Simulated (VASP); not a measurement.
Co, 1 atom in the cell. It takes space group Pm-3m (No. 221, cubic). The conventional cell has a = 2.252 Å, b = 2.252 Å, c = 2.252 Å, α = 90.00°, β = 90.00°, γ = 90.00°. Co (site symmetry m-3m) has 6 Co at 2.25 Å within 3.0 Å. 

* Program: VASP 6.6.1
* Task: single point
* Functional: r2SCAN
* Potentials or basis: VASP PAW PBE potentials, release 64 (Co)
* Cutoff: 520 eV
* k mesh: 23 × 23 × 23
* Occupations: fermi-dirac, width 0.1 eV
* Spin: no spin polarisation
* Dipole correction: no
* Further INCAR settings: ALGO = Normal; EDIFF = 1e-06; NBANDS = 10

Potentials or basis: VASP PAW PBE potentials, release 64 (Co).

Run with:

```sh
$ cat potpaw_PBE.64/Co/POTCAR > POTCAR
$ cp INCAR.step1 INCAR
$ mpirun -np 1 vasp_std > vasp.out
$ cp INCAR.step2 INCAR
$ mpirun -np 1 vasp_std > vasp.out
```

Hardware: 1 thread of AMD EPYC 7R13 Processor (Zen 3), with other jobs on the host.

Estimate the wall time of this run.

Run time: 2.6 min on 1 thread of AMD EPYC 7R13 Processor (Zen 3), with other jobs on the host, peak memory 0.12 GiB. Counts: k points 364.
